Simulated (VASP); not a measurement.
Wanted: the native input for a VASP 6.6.1 run.

| Item | Value |
| --- | --- |
| Task | single point |
| Functional | PBE |
| Potentials or basis | VASP PAW PBE potentials, release 64 (V_sv) |
| Cutoff | 520 eV |
| k mesh | 11 × 11 × 1 |
| Occupations | fermi-dirac, width 0.05 eV |
| Spin | no spin polarisation |
| Dipole correction | yes |
| Further INCAR settings | ALGO = Normal; EDIFF = 1e-06; NBANDS = 26 |

The structure of V lies in POSCAR:

```
V
1.0
    2.9970992482      0.0000000000      0.0000000000
    0.0000000000      2.9970992482      0.0000000000
    0.0000000000      0.0000000000     18.9971000000
V
3
Direct
    0.0000000000      0.0000000000      0.4211169271
    0.5000000000      0.5000000000      0.5000000000
    0.0000000000      0.0000000000      0.5788830729
```

These files were run (other wordings do the same):

INCAR

```
ALGO = Normal ; DIPOL = 0.5 0.5 0.500
EDIFF = 1E-6 ; ENCUT = 520
GGA = PE ; IDIPOL = 3
ISIF = 2 ; ISMEAR = -1
LASPH = True ; LCHARG = True
LDIPOL = True ; LELF = True
LREAL = False ; LVACPOTAV = True
LVHAR = True ; LWAVE = False
NBANDS = 26 ; NELM = 80
PREC = Accurate ; SIGMA = 0.05
```

KPOINTS

```
k-points
0
Gamma
  11 11 1
```

Potentials or basis: VASP PAW PBE potentials, release 64 (V_sv).

Command:

```console
$ cat potpaw_PBE.64/V_sv/POTCAR > POTCAR
$ mpirun -np 1 vasp_std > vasp.out
```

It gave:

The largest force is 1.276 eV/Å.

Wall time 120 s on 1 thread of Intel(R) Xeon(R) Platinum 8488C (Sapphire Rapids), with other jobs on the host, peak memory 0.29 GiB.
